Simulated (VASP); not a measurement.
Wanted: the native input for a VASP 6.6.1 run.

| Property | Result |
| --- | --- |
| Task | single point |
| Functional | LDA |
| Potentials or basis | VASP PAW LDA potentials, release 64 (Rh_pv) |
| Cutoff | 520 eV |
| k mesh | 18 × 18 × 6 |
| Occupations | gaussian, width 0.15 eV |
| Spin | no spin polarisation |
| Dipole correction | no |
| Further INCAR settings | ALGO = Fast; EDIFF = 1e-07; NBANDS = 38 |

The structure of Rh lies in POSCAR:

```
Rh
1.0
    2.6307000000      0.0000000000      0.0000000000
   -1.3153500000      2.2782530297      0.0000000000
    0.0000000000      0.0000000000      8.2046000000
Rh
4
Direct
    0.0000000000      0.0000000000      0.0000000000
    0.3333333333      0.6666666667      0.2500000000
    0.0000000000      0.0000000000      0.5000000000
    0.6666666667      0.3333333333      0.7500000000
```

This isn't the form of Rh at room conditions, which is fcc.

One way to write it, as run:

INCAR

```
SYSTEM = Rh
ALGO = Fast
EDIFF = 1E-7
ENCUT = 520
ISIF = 2
ISMEAR = 0
LASPH = .True.
LCHARG = .False.
LREAL = .False.
LWAVE = .False.
NBANDS = 38
NELM = 100
PREC = Accurate
SIGMA = 0.15
```

KPOINTS

```
k-points
0
Gamma
  18 18 6
  0 0 0
```

Potentials or basis: VASP PAW LDA potentials, release 64 (Rh_pv).

Launch:

```console
$ cat potpaw_LDA.64/Rh_pv/POTCAR > POTCAR
$ mpirun -np 1 vasp_std > vasp.out
```

It gave:

The pressure is 30.8 GPa and the band gap on the k mesh is zero (bands 30 and 31 overlap by 2.27 eV).

Caveat: the stress differs along the axes, from 23 to 46 GPa.

It took 5 min on 1 thread of AMD EPYC 7R43 64-Core Processor (Zen 3) (shared host), peak memory 0.25 GiB.
